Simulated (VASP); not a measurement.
# Al (Im-3m) in VASP: a series of runs

The runs below take Al through single point, with PBE.

All numbers are computed with VASP 6.6.1; they aren't measurements. Logs are shortened: lines on timing, memory, paths and dates and some standing lists are left out, and cuts for length are marked.

**1. The cell of the first run**

It takes space group Im-3m (No. 229, cubic). Conventional cell: a = 2.979 Å, b = 2.979 Å, c = 2.979 Å, α = 90.00°, β = 90.00°, γ = 90.00°. Al (site symmetry m-3m) has 14 Al at 2.58 to 2.98 Å within 3.4 Å.

**2. Single point, PBE (volume scaled by 0.78)**

Input file INCAR:

```
ALGO = Normal
EDIFF = 1E-6
ENCUT = 520
GGA = PE
ISIF = 2
ISMEAR = -1
LASPH = T
LCHARG = F
LREAL = F
LWAVE = F
NBANDS = 8
NELM = 100
PREC = Accurate
SIGMA = 0.1
```

Input file KPOINTS:

```
k-points
0
Gamma
  18 18 18
```

Input file POSCAR:

```
Al
1.0
   -1.4892669562      1.4892669562      1.4892669562
    1.4892669562     -1.4892669562      1.4892669562
    1.4892669562      1.4892669562     -1.4892669562
Al
1
Direct
    0.0000000000      0.0000000000      0.0000000000
```

Potentials or basis: VASP PAW PBE potentials, release 64 (Al).

Command:

```sh
$ cat potpaw_PBE.64/Al/POTCAR > POTCAR
$ mpirun -np 1 vasp_std > vasp.out
```

OUTCAR:

```text
EDIFF = 1E-6
   ENCUT = 520
   GGA = PE
   ISIF = 2
   ISMEAR = -1
   LASPH = T
   LREAL = F
   NELM = 100
   PREC = Accurate

 ion  position               nearest neighbor table
   1  0.000  0.000  0.000-

  LATTYP: Found a body centered cubic cell.
 ALAT       =     2.9785339124

  Lattice vectors:

 A1 = (  -1.4892669562,   1.4892669562,   1.4892669562)
 A2 = (   1.4892669562,  -1.4892669562,   1.4892669562)
 A3 = (   1.4892669562,   1.4892669562,  -1.4892669562)

Analysis of symmetry for initial positions (statically):
=====================================================================
 Subroutine PRICEL returns:
 Original cell was already a primitive cell.

 Routine SETGRP: Setting up the symmetry group for a
 body centered cubic supercell.

 Subroutine GETGRP returns: Found 48 space group operations
 (whereof 48 operations were pure point group operations)
 out of a pool of 48 trial point group operations.

The static configuration has the point symmetry O_h .

Analysis of symmetry for dynamics (positions and initial velocities):
=====================================================================
 Subroutine PRICEL returns:
 Original cell was already a primitive cell.

 Routine SETGRP: Setting up the symmetry group for a
 body centered cubic supercell.

 Subroutine GETGRP returns: Found 48 space group operations
 (whereof 48 operations were pure point group operations)
 out of a pool of 48 trial point group operations.

The dynamic configuration has the point symmetry O_h .

 Subroutine INISYM returns: Found 48 space group operations
 (whereof 48 operations are pure point group operations),
 and found     1 'primitive' translations

----------------------------------------------------------------------------------------

                                     Primitive cell

  volume of cell :      13.2123

  direct lattice vectors                    reciprocal lattice vectors
    -1.489266956  1.489266956  1.489266956     0.000000000  0.335735644  0.335735644
     1.489266956 -1.489266956  1.489266956     0.335735644  0.000000000  0.335735644
     1.489266956  1.489266956 -1.489266956     0.335735644  0.335735644  0.000000000

  length of vectors
     2.579486034  2.579486034  2.579486034     0.474801901  0.474801901  0.474801901

  position of ions in fractional coordinates (direct lattice)
     0.000000000  0.000000000  0.000000000

  ion indices of the primitive-cell ions
   primitive index   ion index
                 1           1

----------------------------------------------------------------------------------------

 KPOINTS: k-points

Automatic generation of k-mesh.
 Grid dimensions read from file:
 generate k-points for:   18   18   18

 Generating k-lattice:

  Cartesian coordinates                     Fractional coordinates (reciprocal lattice)
     0.000000000  0.018651980  0.018651980     0.055555556  0.000000000  0.000000000
     0.018651980  0.000000000  0.018651980     0.000000000  0.055555556  0.000000000
     0.018651980  0.018651980  0.000000000     0.000000000  0.000000000  0.055555556

  Length of vectors
     0.026377883  0.026377883  0.026377883

  Shift w.r.t. Gamma in fractional coordinates (k-lattice)
     0.000000000  0.000000000  0.000000000

 Subroutine IBZKPT returns following result:
 ===========================================

 Found    195 irreducible k-points:

 Following reciprocal coordinates:
            Coordinates               Weight
  0.000000  0.000000  0.000000      1.000000
  0.055556  0.000000  0.000000     12.000000
  0.111111  0.000000  0.000000     12.000000
  0.166667  0.000000  0.000000     12.000000
  0.222222  0.000000  0.000000     12.000000
  0.277778  0.000000  0.000000     12.000000
[... 16 lines left out ...]
  0.333333  0.111111  0.000000     48.000000
  0.388889  0.111111  0.000000     48.000000
 [... further k-points ...]
   k-points           NKPTS =    195   k-points in BZ     NKDIM =    195   number of bands    NBANDS=      8
   number of dos      NEDOS =    301   number of ions     NIONS =      1
   total plane-waves  NPLWV =   8000
   dimension x,y,z NGX =    20 NGY =   20 NGZ =   20
   dimension x,y,z NGXF=    40 NGYF=   40 NGZF=   40
   ions per type =               1
   NGX,Y,Z   is equivalent  to a cutoff of  12.89, 12.89, 12.89 a.u.
   NGXF,Y,Z  is equivalent  to a cutoff of  25.78, 25.78, 25.78 a.u.
 SYSTEM =  unknown system
   PREC   = accura    normal or accurate (medium, high low for compatibility)
   ISTART =      0    job   : 0-new  1-cont  2-samecut
   ICHARG =      2    charge: 1-file 2-atom 10-const
   ISPIN  =      1    spin polarized calculation?
   LNONCOLLINEAR =      F non collinear calculations
   LSORBIT =      F    spin-orbit coupling
   LASPH  =      T    aspherical Exc in radial PAW
   ENCUT  =  520.0 eV  38.22 Ry    6.18 a.u.   4.80  4.80  4.80*2*pi/ulx,y,z
   NELM   =    100;   NELMIN=  2; NELMDL= -5     # of ELM steps
   EDIFF  = 0.1E-05   stopping-criterion for ELM
   LREAL  =      F    real-space projection
   EDIFFG = 0.1E-04   stopping-criterion for IOM
   NSW    =      0    number of steps for IOM
   IBRION =     -1    ionic relax: 0-MD 1-quasi-New 2-CG
   NFREE  =      0    steps in history (QN), initial steepest desc. (CG)
   ISIF   =      2    stress and relaxation
   ISYM   =      2    0-nonsym 1-usesym 2-fastsym
   POTIM  = 0.5000    time-step for ionic-motion
   TEBEG  =    0.0;   TEEND  =   0.0 temperature during run
   PSTRESS=    0.0 pullay stress
   NELECT =       3.0000    total number of electrons
   NUPDOWN=      -1.0000    fix difference up-down
   EMIN   =  10.00;   EMAX   =-10.00  energy-range for DOS
   EFERMI =   0.00;   METHOD = LEGACY
   ISMEAR =    -1;   SIGMA  =   0.10  broadening in eV -4-tet -1-fermi 0-gaus
   EFERMI_NEDOS =   21; number of points for ismear=-14 and -15
   IALGO  =     38    algorithm
   IMIX   =      4    mixing-type and parameters
     AMIX     =   0.40;   BMIX     =  1.00
     AMIX_MAG =   1.60;   BMIX_MAG =  1.00
  volume/ion in A,a.u.               =      13.21        89.16
  Fermi-wavevector in a.u.,A,eV,Ry     =   0.998748  1.887361 13.571785  0.997498
  Thomas-Fermi vector in A             =   2.130992
   LORBIT       =      0    0 simple, 1 ext, 2 COOP (PROOUT), +10 PAW based schemes
   GGA     = PE    functional components
   LHFCALC =     F    Hartree Fock is set to
   AEXX    =    0.0000 exact exchange contribution
   IVDW    =     0    specifies the selected vdW correction
   LEPSILON=     F    determine dielectric tensor
   LRPA    =     F    only Hartree local field effects (RPA)
 non-spin polarized calculation
  energy-cutoff  :      520.00
  volume of cell :       13.21
 maximum number of plane-waves:       370
   NGX =  9   NGY =  9   NGZ =  9

 number of electron       3.0000000 magnetization

 Free energy of the ion-electron system (eV)
  ---------------------------------------------------
  ext. energy  EPLUGINS =         0.00000000
  ---------------------------------------------------
  free energy    TOTEN  =        -3.38633810 eV

  energy without entropy =       -3.37451396  energy(sigma->0) =       -3.38042603

 E-fermi :  10.5735     XC(G=0): -11.0351

 val. band max:       10.5648772872   @ k =  -0.3889   0.3889   0.1667
 cond. band min:      10.6060323080   @ k =  -0.3889   0.4444   0.2222
 fundamental gap:      0.0411550208
 Fermi energy:        10.5735224871

 k-point     1 :       0.0000    0.0000    0.0000
  band No.  band energies     occupation
      1      -2.2296      2.00000
      2      25.2459      0.00000
      3      25.2459      0.00000
      4      25.2459      0.00000
      5      28.6880      0.00000
      6      28.6880      0.00000
      7      28.8731      0.00000
      8      28.8731      0.00000

 k-point     2 :       0.0556    0.0000    0.0000
  band No.  band energies     occupation
      1      -2.1268      2.00000
      2      24.2128      0.00000
      3      24.7952      0.00000
      4      24.8335      0.00000
      5      27.6167      0.00000
      6      27.7420      0.00000
      7      29.0849      0.00000
      8      29.4610      0.00000

 k-point     3 :       0.1111    0.0000    0.0000
  band No.  band energies     occupation
      1      -1.8188      2.00000
      2      21.8707      0.00000
      3      23.8159      0.00000
      4      24.0071      0.00000
      5      26.3961      0.00000
      6      27.0617      0.00000
      7      29.3525      0.00000
      8      29.8247      0.00000

 k-point     4 :       0.1667    0.0000    0.0000
  band No.  band energies     occupation
      1      -1.3074      2.00000
      2      19.2526      0.00000
      3      22.7415      0.00000
      4      23.1519      0.00000
      5      25.2882      0.00000
      6      26.4739      0.00000
      7      29.8364      0.00000
      8      30.2200      0.00000

 k-point     5 :       0.2222    0.0000    0.0000
  band No.  band energies     occupation
      1      -0.5955      2.00000
      2      16.6736      0.00000
      3      21.7488      0.00000
      4      22.3869      0.00000
      5      24.3369      0.00000
      6      25.8647      0.00000
      7      30.5490      0.00000
      8      30.7264      0.00000

 k-point     6 :       0.2778    0.0000    0.0000
  band No.  band energies     occupation
      1       0.3131      2.00000
      2      14.2129      0.00000
      3      20.9028      0.00000
      4      21.7480      0.00000
      5      23.5550      0.00000
      6      25.2761      0.00000
      7      31.3534      0.00000
      8      31.4776      0.00000

 k-point     7 :       0.3333    0.0000    0.0000
  band No.  band energies     occupation
      1       1.4130      2.00000
      2      11.8985      0.00000
      3      20.2304      0.00000
      4      21.2471      0.00000
      5      22.9462      0.00000
      6      24.7629      0.00000
      7      32.0866      0.00000
      8      32.6028      0.00000

 k-point     8 :       0.3889    0.0000    0.0000
  band No.  band energies     occupation
      1       2.6957      2.00000
      2       9.7464      1.99949
      3      19.7443      0.00000
      4      20.8885      0.00000
      5      22.5116      0.00000
      6      24.3681      0.00000
      7      32.8785      0.00000
      8      33.8910      0.00000

 k-point     9 :       0.4444    0.0000    0.0000
  band No.  band energies     occupation
      1       4.1381      2.00000
      2       7.7820      2.00000
      3      19.4507      0.00000
      4      20.6732      0.00000
      5      22.2510      0.00000
      6      24.1205      0.00000
      7      33.5962      0.00000
      8      35.2436      0.00000

 k-point    10 :       0.5000    0.0000    0.0000
  band No.  band energies     occupation
      1       5.3520      2.00000
      2       6.3940      2.00000
      3      19.3525      0.00000
      4      20.6014      0.00000
      5      22.1641      0.00000
      6      24.0361      0.00000
      7      33.9233      0.00000
      8      36.0789      0.00000
[... 78 lines left out ...]
 k-point    18 :       0.4444    0.0556    0.0000
  band No.  band energies     occupation
      1       4.9491      2.00000
      2       6.9830      2.00000
      3      18.2711      0.00000
      4      20.4375      0.00000
      5      22.7261      0.00000
      6      25.0120      0.00000
      7      33.3062      0.00000
      8      35.4974      0.00000

 k-point    19 :       0.1111    0.1111    0.0000
  band No.  band energies     occupation
      1      -1.0017      2.00000
      2      19.1045      0.00000
      3      19.9014      0.00000
      4      22.7980      0.00000
      5      26.0619      0.00000
      6      27.0807      0.00000
      7      30.1286      0.00000
      8      30.3912      0.00000

 k-point    20 :       0.1667    0.1111   -0.0000
  band No.  band energies     occupation
      1      -0.2918      2.00000
      2      16.8237      0.00000
      3      18.6711      0.00000
      4      21.9934      0.00000
      5      25.5794      0.00000
      6      27.2099      0.00000
      7      29.8307      0.00000
      8      31.7972      0.00000

 k-point    21 :       0.2222    0.1111    0.0000
  band No.  band energies     occupation
      1       0.6143      2.00000
      2      14.4304      0.00000
      3      17.8142      0.00000
      4      21.2922      0.00000
      5      24.9537      0.00000
      6      27.4090      0.00000
      7      29.7057      0.00000
      8      33.2653      0.00000

 k-point    22 :       0.2778    0.1111    0.0000
  band No.  band energies     occupation
      1       1.7110      2.00000
      2      12.1466      0.00000
      3      17.1590      0.00000
      4      20.7301      0.00000
      5      24.4013      0.00000
      6      27.3787      0.00000
      7      30.1058      0.00000
      8      34.4626      0.00000

 k-point    23 :       0.3333    0.1111    0.0000
  band No.  band energies     occupation
      1       2.9897      2.00000
      2      10.0123      1.99272
      3      16.6919      0.00000
      4      20.3217      0.00000
      5      23.9862      0.00000
      6      27.2029      0.00000
      7      30.9131      0.00000
      8      35.1881      0.00000

 k-point    24 :       0.3889    0.1111    0.0000
  band No.  band energies     occupation
      1       4.4265      2.00000
      2       8.0601      2.00000
      3      16.4115      0.00000
      4      20.0743      0.00000
      5      23.7313      0.00000
      6      27.0495      0.00000
      7      31.8625      0.00000
      8      34.9964      0.00000

 [... further k-points ...]
[... 5 lines left out ...]
  --------------------------------------------------------------------------------------
  -------------------------------------------------------------------------------------
  Total        2.4031436      2.4031436      2.4031436     -0.0000000      0.0000000      0.0000000
  in kB      291.4155098    291.4155098    291.4155098     -0.0000000      0.0000000      0.0000000
  external PRESSURE =     291.4155098 kB  Pullay stress =       0.0000000 kB

 VOLUME and BASIS-vectors are now :
 -----------------------------------------------------------------------------
  energy-cutoff  :      520.00
  volume of cell :       13.21
      direct lattice vectors                 reciprocal lattice vectors
    -1.489266956  1.489266956  1.489266956     0.000000000  0.335735644  0.335735644
     1.489266956 -1.489266956  1.489266956     0.335735644  0.000000000  0.335735644
     1.489266956  1.489266956 -1.489266956     0.335735644  0.335735644  0.000000000

 POSITION                                       TOTAL-FORCE (eV/Angst)
 -----------------------------------------------------------------------------------
      0.00000      0.00000      0.00000        -0.000000      0.000000     -0.000000
 -----------------------------------------------------------------------------------
    total drift:                                0.000000      0.000000     -0.000000

  FREE ENERGIE OF THE ION-ELECTRON SYSTEM (eV)
  ---------------------------------------------------
  free  energy   TOTEN  =        -3.3863381012 eV

  energy  without entropy=       -3.3745139605  energy(sigma->0) =       -3.38042603
```

Wall time 9.2 s (1 thread of Intel Xeon Platinum 8488C (Sapphire Rapids), shared host); peak memory 0.13 GiB.

What came out:

```
Free energy : -3.3863 eV
Pressure    : 29.1 GPa
```

Caveat: the cell differs from its parent crystal (volume scaled by 0.78).

**3. Single point, PBE (volume scaled by 0.88)**

Input file INCAR:

```
SYSTEM = Al
PREC = Accurate
ENCUT = 520
EDIFF = 1E-6
ISMEAR = -1
SIGMA = 0.1
LREAL = .False.
LASPH = .True.
NELM = 60
ALGO = Normal
ISIF = 2
LWAVE = .False.
LCHARG = .True.
GGA = PE
LELF = .True.
LVHAR = .True.
NBANDS = 8
```

Input file KPOINTS:

```
regular mesh
0
Gamma
  18 18 18
  0 0 0
```

Input file POSCAR:

```
Al
1.0
   -1.5503695974      1.5503695974      1.5503695974
    1.5503695974     -1.5503695974      1.5503695974
    1.5503695974      1.5503695974     -1.5503695974
Al
1
Direct
    0.0000000000      0.0000000000      0.0000000000
```

Potentials or basis: VASP PAW PBE potentials, release 64 (Al).

Command:

```sh
$ cat potpaw_PBE.64/Al/POTCAR > POTCAR
$ mpirun -np 1 vasp_std > vasp.out
```

It took 9.3 s on 1 thread of Intel Xeon Platinum 8488C (Sapphire Rapids), shared host; peak memory 0.13 GiB.

Results (log left out):

```
Free energy : -3.5929 eV
Pressure    : 11.5 GPa
```

Levels at points of the mesh, in eV from the Fermi level:
```csv
k point,band 1,band 2,band 3,band 4,band 5,band 6
"(0.00, 0.00, 0.00)",-11.88,13.88,13.88,13.88,16.24,16.24
"(0.50, 0.00, 0.00)",-4.73,-4.00,8.49,8.96,10.68,12.30
"(0.50, 0.50, 0.50)",2.03,2.03,2.03,2.79,2.79,6.84
```

Caveat: the cell differs from its parent crystal (volume scaled by 0.88).

**4. Single point, PBE**

This run uses another cell than the first one, of 16.94 Å³/atom, 1.282 times its volume.

Input file INCAR:

```
SYSTEM = Al
PREC     = Accurate       ! precision mode
ENCUT    = 520            ! plane-wave cutoff, eV
EDIFF    = 1E-6           ! SCF threshold, eV
ISMEAR   = -1             ! smearing method
SIGMA    = 0.1            ! smearing width, eV
LREAL    = .False.        ! projectors in reciprocal space
LASPH    = .True.         ! aspherical terms in the spheres
NELM     = 100            ! most SCF steps
ALGO     = Normal         ! electronic algorithm
ISIF     = 2              ! what is computed and relaxed
LWAVE    = .False.        ! write WAVECAR
LCHARG   = .False.        ! write CHGCAR
GGA      = PE             ! functional
NBANDS   = 8              ! bands
```

KPOINTS is that of step 3.

Input file POSCAR:

```
Al
1.0
   -1.6178603041      1.6178603041      1.6178603041
    1.6178603041     -1.6178603041      1.6178603041
    1.6178603041      1.6178603041     -1.6178603041
Al
1
Direct
    0.0000000000      0.0000000000      0.0000000000
```

Command:

```sh
$ cat potpaw_PBE.64/Al/POTCAR > POTCAR
$ mpirun -np 1 vasp_std > vasp.out
```

Run time: 9.1 s. Hardware: 1 thread of Intel Xeon Platinum 8488C (Sapphire Rapids), shared host; peak memory 0.15 GiB.

Results (log left out):

- Free energy: -3.6581 eV
- Pressure: 0.0 GPa

Levels at points of the mesh, in eV from the Fermi level:
| k point | band 1 | band 2 | band 3 | band 4 |
| --- | --- | --- | --- | --- |
| (0.00, 0.00, 0.00) | -10.96 | 13.10 | 13.10 | 13.10 |
| (0.50, 0.00, 0.00) | -4.23 | -3.84 | 7.96 | 8.20 |
| (0.50, 0.50, 0.50) | 1.82 | 1.82 | 1.82 | 3.02 |

**5. Single point, PBE**

This run uses another cell than the first one, of 16.94 Å³/atom, 1.282 times its volume.

Input file INCAR:

```
  PREC = Accurate
  ENCUT = 520
  EDIFF = 1E-6
  ISMEAR = -1
  SIGMA = 0.1
  LREAL = F
  LASPH = T
  NELM = 80
  ALGO = Normal
  ISIF = 2
  LWAVE = F
  LCHARG = F
  GGA = PE
  NBANDS = 8
```

Input file KPOINTS:

```
regular mesh
0
Gamma
  18 18 18
```

POSCAR is that of step 4.

Command:

```sh
$ cat potpaw_PBE.64/Al/POTCAR > POTCAR
$ mpirun -np 1 vasp_std > vasp.out
```

Wall time 9.1 s (1 thread of Intel Xeon Platinum 8488C (Sapphire Rapids), shared host); peak memory 0.14 GiB.

It converged, with:

```yaml
Free_energy: -3.6581 eV
Pressure: 0.0 GPa
```

Levels at points of the mesh, in eV from the Fermi level:
| k point | band 1 | band 2 | band 3 | band 4 | band 5 |
| --- | --- | --- | --- | --- | --- |
| (0.00, 0.00, 0.00) | -10.96 | 13.10 | 13.10 | 13.10 | 14.32 |
| (0.50, 0.00, 0.00) | -4.23 | -3.84 | 7.96 | 8.20 | 9.79 |
| (0.50, 0.50, 0.50) | 1.82 | 1.82 | 1.82 | 3.02 | 3.02 |

**6. Summary**

```tsv
cell	gap on the mesh (eV)	pressure (GPa)
a = 2.579 Å, angles 109.5°, 1 atom	none	29.1
a = 2.685 Å, angles 109.5°, 1 atom	none	11.5
a = 2.802 Å, angles 109.5°, 1 atom	none	0.0
```

Alike in all rows: task single point; level PBE; potentials or basis VASP PAW PBE potentials, release 64 (Al); no spin polarisation; k mesh 18 × 18 × 18; cutoff (eV) 520; smearing fermi-dirac 0.1 eV.

Absolute energies hang on the potentials; compare differences alone.
